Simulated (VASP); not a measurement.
The system is YBi3P4.

```xyz
8
Lattice="6.1689 0.0000 0.0000 0.0000 6.1689 0.0000 0.0000 0.0000 6.1689" Properties=species:S:1:pos:R:3 pbc="T T T"
Y     0.0000    0.0000    0.0000
Bi    0.0000    3.0844    0.0000
Bi    0.0000    0.0000    3.0844
Bi    3.0844    0.0000    0.0000
P     4.7064    1.4625    4.7064
P     1.4625    4.7064    4.7064
P     4.7064    4.7064    1.4625
P     1.4625    1.4625    1.4625
```

* Program: VASP 6.6.1
* Task: relaxation of cell and atoms
* Functional: PBEsol
* Potentials or basis: VASP PAW PBE potentials, release 64 (Y_sv, Bi_d, P)
* Cutoff: 600 eV
* k mesh: 4 × 4 × 4
* Occupations: fermi-dirac, width 0.03 eV
* Spin: no spin polarisation

At the start: pressure 13.4 GPa; volume 29.34 Å³/atom.

Question: How do energy, volume and symmetry change on relaxing?

Answer: Over 11 steps the energy falls by 257.3 meV/atom and the volume is 37.59 Å³/atom (+28.1 %); space group P-43m (No. 215, to 0.1 Å) before and after.

The path:
| step | energy change (eV) | largest force (eV/Å) | pressure (GPa) | volume (Å³) |
| --- | --- | --- | --- | --- |
| 1 | 0.0000 | 2.2806 | 13.42 | 234.76 |
| 2 | -0.9968 | 1.4872 | -4.85 | 328.60 |
| 3 | -1.9544 | 0.3597 | 0.07 | 283.34 |
| 4 | -1.9551 | 0.3229 | 0.24 | 282.31 |
| 5 | -1.9753 | 0.2967 | 0.21 | 284.44 |
| 6 | -2.0242 | 0.2135 | 0.08 | 290.92 |
| 7 | -2.0559 | 0.0273 | -0.17 | 304.16 |
| 8 | -2.0581 | 0.0375 | -0.10 | 301.02 |
| 9 | -2.0582 | 0.0289 | -0.11 | 301.45 |
| 10 | -2.0566 | 0.0692 | 0.28 | 299.02 |
| 11 | -2.0585 | 0.0003 | 0.02 | 300.74 |

Final structure:
```xyz
8
Lattice="6.6998 0.0000 0.0000 0.0000 6.6998 0.0000 0.0000 0.0000 6.6998" Properties=species:S:1:pos:R:3 pbc="T T T"
Y     0.0000    6.6998    0.0000
Bi    0.0000    3.3499    0.0000
Bi    0.0000    0.0000    3.3499
Bi    3.3499    6.6998    0.0000
P     5.1439    1.5559    5.1439
P     1.5559    5.1439    5.1439
P     5.1439    5.1439    1.5559
P     1.5559    1.5559    1.5559
```

Caveat: the volume moved by over 15 % at a fixed basis, so the end points are rough; the PAW data sets were made with another functional, which shifts forces and pressure a little.
